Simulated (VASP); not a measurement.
A run of VASP 6.6.1 is set up as follows.

The input INCAR:

```
PREC     = Accurate       # precision mode
ENCUT    = 600            # plane-wave cutoff, eV
EDIFF    = 1E-6           # SCF threshold, eV
ISMEAR   = -4             # smearing method
SIGMA    = 0.02           # smearing width, eV
LREAL    = F              # projectors in reciprocal space
LASPH    = T              # aspherical terms in the spheres
NELM     = 120            # most SCF steps
ALGO     = Normal         # electronic algorithm
ISIF     = 2              # what is computed and relaxed
LWAVE    = F              # write WAVECAR
LCHARG   = F              # write CHGCAR
GGA      = PE             # functional
NBANDS   = 11             # bands
GGA_COMPAT= F
```

File KPOINTS:

```
Automatic mesh
0
Gamma
  12 12 12
```

Contents of POSCAR:

```
BN
1.0
    1.2442989936      0.7183963589      3.2270098092
   -1.2442989936      0.7183963589      3.2270098092
    0.0000000000     -1.4367927178      3.2270098092
B N
1 1
Direct
    0.9997366515      0.9997366515      0.9997366515
    0.3326963485      0.3326963485      0.3326963485
```

Potentials or basis: VASP PAW PBE potentials, release 64 (B, N).

Command:

```console
$ cat potpaw_PBE.64/B/POTCAR potpaw_PBE.64/N/POTCAR > POTCAR
$ mpirun -np 1 vasp_std > vasp.out
```

Question: What does it give for the pressure?

Answer: 8.3 GPa.

Question: Predict the band gap on the k mesh.

Answer: 4.22 eV, indirect (least direct gap 4.75 eV).

Stress tensor (GPa, compression positive):
```
10.66  0.00  0.00
 0.00 10.66  0.00
 0.00  0.00  3.71
```

A k mesh can miss the band edges. As with any semilocal functional, this PBE gap is likely too small.
